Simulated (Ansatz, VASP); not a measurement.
**One calculation of Te, two programs**

INCAR

```
PREC = Accurate
ENCUT = 520
EDIFF = 1E-7
ISMEAR = -1
SIGMA = 0.05
LREAL = False
LASPH = True
NELM = 80
ALGO = Normal
ISIF = 2
LWAVE = False
LCHARG = False
NBANDS = 16
```

Contents of KPOINTS:

```
Automatic mesh
0
Gamma
  8 8 8
```

Contents of POSCAR:

```
Te
1.0
    4.1070770000     -2.3000640000      0.0000000000
    4.1070770000      2.3000640000      0.0000000000
   -0.1265365000      0.0000000000      3.9573500000
Te
3
Direct
    0.6760000000      0.6760000000      0.6750000000
    0.3240000000      0.3240000000      0.3250000000
    0.0000000000      0.0000000000      0.0000000000
```

Input for Ansatz:

```yaml
crystal:
  lattice:
    - [4.107077, -2.300064, 0.0]
    - [4.107077, 2.300064, 0.0]
    - [-0.1265365, 0.0, 3.95735]
  atoms:
    - { symbol: Te, position: [0.676, 0.676, 0.675] }
    - { symbol: Te, position: [0.324, 0.324, 0.325] }
    - { symbol: Te, position: [0.0, 0.0, 0.0] }
kpoints:
  mp_grid: { grid: [8, 8, 8] }
  band_path:
    path:
      - [0.0, 0.0, 0.0]
      - [-0.3284870412, 0.3284870412, 0.0]
      - [-0.6715129588, -0.3284870412, 0.0]
      - [-0.5, -0.5, 0.0]
      - [0.0, 0.0, 0.0]
      - [-0.5, -0.5, 0.5]
      - [-0.6767167983, -0.3232832017, 0.5]
      - [-0.3232832017, 0.3232832017, 0.5]
      - [0.0, 0.0, 0.5]
    npoints: 5
scf:
  occupations: { method: fermi_dirac, width: 0.05 }
hamiltonian:
  xc: lda
  pseudopotentials: { kind: all_electron, lapw: { basis_error: 0.001 } }
output:
  forces: true
  stress: true
  eigenvalues: true
```

Change from the starting cell: equal xx and yy strain of -3 %.

Alike in both runs: task single point; functional LDA; k mesh 8 × 8 × 8; occupations fermi-dirac, width 0.05 eV; no spin polarisation.

```csv
,VASP,Ansatz
version,VASP 6.6.1,Ansatz 0.2.0
potentials or method,"VASP PAW LDA potentials, release 64 (Te), cutoff 520 eV","all-electron LAPW, scalar-relativistic"
```

VASP gave:

```
pressure (GPa)                                                : 11.9
traceless stress, the component that is largest in VASP (GPa) : -1.85
rms of the force components (eV/Å)                            : 0.318
```

Question: Estimate Ansatz's values.

Answer: Pressure (GPa): 11.7; traceless stress, the component that is largest in VASP (GPa): -1.70; rms of the force components (eV/Å): 0.310.

LDA's correlation is that of Perdew and Zunger in VASP and of Perdew and Wang (1992) in Ansatz. Atom by atom the forces differ by 0.008 eV/Å (rms over components). Ansatz ran all-electron here, and VASP with PAW potentials.

Spin-orbit coupling is off throughout.
